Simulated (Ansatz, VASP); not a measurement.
Two plane-wave programs on H

```
H
1.0
     1.70310   -2.82511    0.00000
     1.70310    2.82511    0.00000
     0.00000    0.00000    6.62093
H
4
Direct
  0.56763 0.43237 0.99352
  0.43237 0.56763 0.00350
  0.43237 0.56763 0.49650
  0.56763 0.43237 0.50648
```

Alike in both runs: task single point; functional PBE; k mesh 8 × 8 × 4; occupations gaussian, width 0.02 eV; no spin polarisation.

|  | VASP | Ansatz |
| --- | --- | --- |
| version | VASP 6.6.1 | Ansatz 0.2.0 |
| potentials or method | VASP PAW PBE potentials, release 64 (H), cutoff 500 eV | scalar-relativistic, plane waves, PAW |
| valence electrons in the cell | 4 | 4 |

|  | VASP | Ansatz | Ansatz less VASP |
| --- | --- | --- | --- |
| gap on the k mesh at the Fermi level (eV) | 8.25 | 8.25 | +0.001 |
| least direct gap on the mesh (eV) | 8.25 | 8.25 | +0.001 |
| pressure (GPa) | -0.8 | -0.6 | +0.21 |
| traceless stress, the component that is largest in VASP (GPa) | -1.48 | -1.44 | +0.035 |
| rms of the force components (eV/Å) | 0.321 | 0.319 | -0.0022 |

Atom by atom the forces differ by 0.002 eV/Å (rms over components).
